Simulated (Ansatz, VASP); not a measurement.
## ZnSe: VASP beside Ansatz

The input POSCAR:

```
ZnSe
1.0
    0.0000000000      2.3204156273      2.3204156273
    2.3204156273      0.0000000000      2.3204156273
    2.3204156273      2.3204156273      0.0000000000
Zn Se
1 1
Direct
    0.0000000000      0.0000000000      0.0000000000
    0.2500000000      0.2500000000      0.2500000000
```

Contents of INCAR.step1:

```
SYSTEM = ZnSe
ALGO = Normal
EDIFF = 1E-4
ENCUT = 520
GGA = PE
ISMEAR = -1
LASPH = .TRUE.
LCHARG = .FALSE.
LREAL = .FALSE.
LWAVE = .TRUE.
NBANDS = 16
NELM = 60
PREC = Accurate
SIGMA = 0.05
```

File INCAR.step2:

```
SYSTEM = ZnSe
ALGO = Normal
EDIFF = 1E-6
ENCUT = 520
ISIF = 2
ISMEAR = -1
ISTART = 1
LASPH = .TRUE.
LCHARG = .FALSE.
LMIXTAU = .TRUE.
LREAL = .FALSE.
LWAVE = .FALSE.
METAGGA = R2SCAN
NBANDS = 16
NELM = 60
PREC = Accurate
SIGMA = 0.05
```

The input KPOINTS:

```
k-points
0
G
  11 11 11
  0 0 0
```

Input for Ansatz:

```yaml
crystal:
  lattice:
    - [0.0, 2.3204156273, 2.3204156273]
    - [2.3204156273, 0.0, 2.3204156273]
    - [2.3204156273, 2.3204156273, 0.0]
  atoms:
    - { symbol: Zn, position: [0.0, 0.0, 0.0] }
    - { symbol: Se, position: [0.25, 0.25, 0.25] }
kpoints:
  mp_grid: { grid: [11, 11, 11] }
scf:
  occupations: { method: fermi_dirac, width: 0.05 }
hamiltonian:
  xc: r2scan
  pseudopotentials: { kind: paw, partial_waves: polarizable }
output:
  forces: true
  stress: true
  eigenvalues: true
  write_density: true
  write_potential: true
  elf: true
  volumetric_format: npy
```

Change from the starting cell: volume scaled by 0.55, PAW files, partial_waves polarizable.

Alike in both runs: task single point; functional r2SCAN; k mesh 11 × 11 × 11; occupations fermi-dirac, width 0.05 eV; no spin polarisation.

|  | VASP | Ansatz |
| --- | --- | --- |
| version | VASP 6.6.1 | Ansatz 0.2.0 |
| potentials or method | VASP PAW PBE potentials, release 64 (Zn, Se) | PAW with Ansatz's default frozen-core files, scalar-relativistic |
| plane-wave cutoff (eV) | 520 | 500 |
| valence electrons in the cell | 18 | 28 |

VASP gave:

```
pressure (GPa) : 150.4
```

**Question.** What did Ansatz give for the same quantities?

**Answer.** Pressure (GPa): 147.8.

VASP's potentials were made for PBE, not for r2SCAN. Both programs put the cell under a high pressure, so it lies far from rest at this level. VASP's potentials hold 18 valence electrons a cell and Ansatz's 28, so a difference there can come from the potentials and not from the codes.

Noted on VASP's run: the cell as given lies far from equilibrium.
